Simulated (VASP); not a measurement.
Runs of VASP 6.6.1 on ScOs3. The structure is that of space group I4/mmm (No. 139), or close to it. The cells are those of the table. 

```csv
task,cell,k mesh,cutoff (eV),gap on the mesh (eV),pressure (GPa)
single point,"a = 4.839 Å, angles 131.8, 131.8, 70.5°, 4 atoms",6 × 6 × 6,520,none,(a)
single point,"a = 4.875 Å, angles 132.6, 132.6, 69.3°, 4 atoms",16 × 16 × 16,520,none,0.2
relaxation of cell and atoms,"relaxed from a = 4.974 Å, angles 135.6, 135.6, 64.7°, 4 atoms",6 × 6 × 6,600,none,0.0
single point,"a = 4.974 Å, angles 135.6, 135.6, 64.7°, 4 atoms",6 × 6 × 6,520,none,11.9
```

Alike in all rows: level PBE; potentials or basis VASP PAW PBE potentials, release 64 (Sc_sv, Os); no spin polarisation; smearing gaussian 0.1 eV.

**Question.** Fill in the values left out.

**Answer.** (a) 0.1.

Caveats: spin-orbit coupling is left out, which moves the levels of the heavy elements; the stress differs along the axes, from 2 to 17 GPa (at least some runs).

A k mesh can miss the band edges, and the runs leave out spin-orbit coupling on Os.

A gap of «none» marks levels without a gap at the run's occupations.
